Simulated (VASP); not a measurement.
A run of VASP 6.6.1:

File POSCAR:

```
Mg
1.0
    3.1437856987      0.0000000000      0.0000000000
   -1.5718928494      2.7225982792      0.0000000000
    0.0000000000      0.0000000000      5.1039375022
Mg
2
Direct
    0.6666666667      0.3333333333      0.7500000000
    0.3333333333      0.6666666667      0.2500000000
```

The input INCAR.step1:

```
SYSTEM = Mg
PREC = Accurate
ENCUT = 680
EDIFF = 1E-5
ISMEAR = -1
SIGMA = 0.05
LREAL = .False.
LASPH = .True.
NELM = 120
ALGO = Normal
ISIF = 2
LWAVE = .True.
GGA = PE
NBANDS = 17
GGA_COMPAT = .False.
```

File INCAR.step2:

```
SYSTEM = Mg
PREC = Accurate
ENCUT = 680
EDIFF = 1E-6
ISMEAR = -1
SIGMA = 0.05
LREAL = .False.
LASPH = .True.
NELM = 120
ALGO = Normal
ISIF = 2
LWAVE = .False.
LCHARG = .True.
METAGGA = R2SCAN
LHFCALC = .True.
AEXX = 0.25
LMIXTAU = .True.
PRECFOCK = Normal
LELF = .True.
LVHAR = .True.
ISTART = 1
NBANDS = 17
GGA_COMPAT = .False.
```

KPOINTS

```
Automatic mesh
0
Gamma
  5 5 3
  0 0 0
```

Potentials or basis: VASP PAW PBE potentials, release 64 (Mg_sv).

Command:

```console
$ cat potpaw_PBE.64/Mg_sv/POTCAR > POTCAR
$ cp INCAR.step1 INCAR
$ mpirun -np 1 vasp_std > vasp.out
$ cp INCAR.step2 INCAR
$ mpirun -np 1 vasp_std > vasp.out
```

Hardware: 1 thread of Intel(R) Xeon(R) Platinum 8488C (Sapphire Rapids), on a shared host.

Task: How long does it take, and how much memory?

Result: Run time: 14 min on 1 thread of Intel(R) Xeon(R) Platinum 8488C (Sapphire Rapids), on a shared host, peak memory 0.2 GiB. Counts: k points 10.
